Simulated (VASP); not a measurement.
## Sn: single point with LDA

The system is Sn.

```
Sn
1.0
     0.00000    3.20068    3.20068
     3.20068    0.00000    3.20068
     3.20068    3.20068    0.00000
Sn
2
Cartesian
  0.0000 0.0000 0.0000
  1.6003 1.6003 1.6003
```

- Program: VASP 6.6.1
- Task: single point
- Functional: LDA
- Potentials or basis: VASP PAW LDA potentials, release 64 (Sn_d)
- Cutoff: 520 eV
- k mesh: 8 × 8 × 8
- Occupations: fermi-dirac, width 0.1 eV
- Spin: no spin polarisation
- Dipole correction: no
- Further INCAR settings: ALGO = Normal; EDIFF = 1e-06; NBANDS = 21

The pressure is 1.7 GPa. The band gap on the k mesh is zero (band 14 reaches 5.90 eV, above the bottom of band 15 at 5.80 eV).

Levels at points of the mesh, in eV from the Fermi level:
```csv
k point,band 11,band 12,band 13,band 14,band 15,band 16,band 17,band 18
"(0.00, 0.00, 0.00)",-10.91,-0.48,0.11,0.11,0.11,2.17,2.17,2.17
"(0.50, 0.00, 0.00)",-9.20,-6.48,-1.16,-1.16,0.00,3.26,3.26,5.52
"(0.50, 0.50, 0.00)",-7.68,-7.68,-2.58,-2.58,0.74,0.74,7.94,7.94
```

It took 49 s on 1 thread of Intel Xeon 8259CL, with other jobs on the host, peak memory 0.18 GiB.

Caveat: spin-orbit coupling is left out, which moves the levels of the heavy elements.
